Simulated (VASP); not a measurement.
A run of VASP 6.6.1:

File INCAR:

```
SYSTEM = TiBr2F
PREC     = Accurate       ! precision mode
ENCUT    = 520            ! plane-wave cutoff, eV
EDIFF    = 1E-6           ! SCF threshold, eV
ISMEAR   = 0              ! smearing method
SIGMA    = 0.1            ! smearing width, eV
LREAL    = .FALSE.        ! projectors in reciprocal space
LASPH    = .TRUE.         ! aspherical terms in the spheres
NELM     = 150            ! most SCF steps
ALGO     = Normal         ! electronic algorithm
ISIF     = 2              ! what is computed and relaxed
LWAVE    = .FALSE.        ! write WAVECAR
LCHARG   = .FALSE.        ! write CHGCAR
ISPIN    = 2              ! spin polarisation
MAGMOM   = 1 0 0 0        ! initial moments
LORBIT   = 11             ! projections on sites
LMAXMIX  = 4              ! l up to which the mixer works
GGA      = PE             ! functional
NBANDS   = 28             ! bands
```

Contents of KPOINTS:

```
regular mesh
0
G
  6 6 4
  0 0 0
```

The input POSCAR:

```
TiBr2F
1.0
    5.0645263287      0.0000000000      0.0000000000
   -2.5322631644      4.3860084588      0.0000000000
    0.0000000000      0.0000000000      3.9322729669
Ti Br F
1 2 1
Direct
    0.0000000000      0.0000000000      0.5000000000
    0.3333333333      0.6666666667      0.5000000000
    0.6666666667      0.3333333333      0.5000000000
    0.0000000000      0.0000000000      0.0000000000
```

Potentials or basis: VASP PAW PBE potentials, release 64 (Ti_sv, Br, F).

Run with:

```console
$ cat potpaw_PBE.64/Ti_sv/POTCAR potpaw_PBE.64/Br/POTCAR potpaw_PBE.64/F/POTCAR > POTCAR
$ mpirun -np 1 vasp_std > vasp.out
```

Hardware: 1 thread of Intel Xeon 8259CL, on a shared host.

Q: Estimate the wall time of this run.

A: Wall time 2.8 min on 1 thread of Intel Xeon 8259CL, on a shared host, peak memory 0.29 GiB. Counts: scf iterations 17, k points 21.
